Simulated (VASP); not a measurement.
Ca2AsI, 4 atoms in the cell. The structure is trigonal, space group R-3m (No. 166). Conventional cell: a = 4.617 Å, b = 4.617 Å, c = 23.404 Å, α = 90.00°, β = 90.00°, γ = 120.00°. Within 4.1 Å of Ca (site symmetry 3m) lie 3 As at 3.06 Å and 3 I at 3.58 Å and 3 Ca at 4.03 Å. Within 4.0 Å of As (site symmetry -3m) lie 6 Ca at 3.06 Å. Within 4.8 Å of I (site symmetry -3m) lie 6 Ca at 3.58 Å and 6 I at 4.62 Å and 6 As at 4.72 Å.  This cell differs from its parent crystal: strain +0.050 along x and y, +0.050 along z.

| Item | Value |
| --- | --- |
| Program | VASP 6.6.1 |
| Task | single point |
| Functional | r2SCAN |
| Potentials or basis | VASP PAW PBE potentials, release 64 (Ca_sv, As, I) |
| Cutoff | 520 eV |
| k mesh | 6 × 6 × 6 |
| Occupations | gaussian, width 0.05 eV |
| Spin | no spin polarisation |
| Dipole correction | no |
| Further INCAR settings | ALGO = Normal; EDIFF = 1e-06; NBANDS = 24 |

Potentials or basis: VASP PAW PBE potentials, release 64 (Ca_sv, As, I).

The run is started by

```console
$ cat potpaw_PBE.64/Ca_sv/POTCAR potpaw_PBE.64/As/POTCAR potpaw_PBE.64/I/POTCAR > POTCAR
$ cp INCAR.step1 INCAR
$ mpirun -np 1 vasp_std > vasp.out
$ cp INCAR.step2 INCAR
$ mpirun -np 1 vasp_std > vasp.out
```

Hardware: 1 thread of AMD EPYC 7R13 Processor (Zen 3), on a shared host.

Question: Estimate the wall time of this run.

Answer: It took 24 min on 1 thread of AMD EPYC 7R13 Processor (Zen 3), with other jobs on the host, peak memory 0.67 GiB. Counts: k points 32.
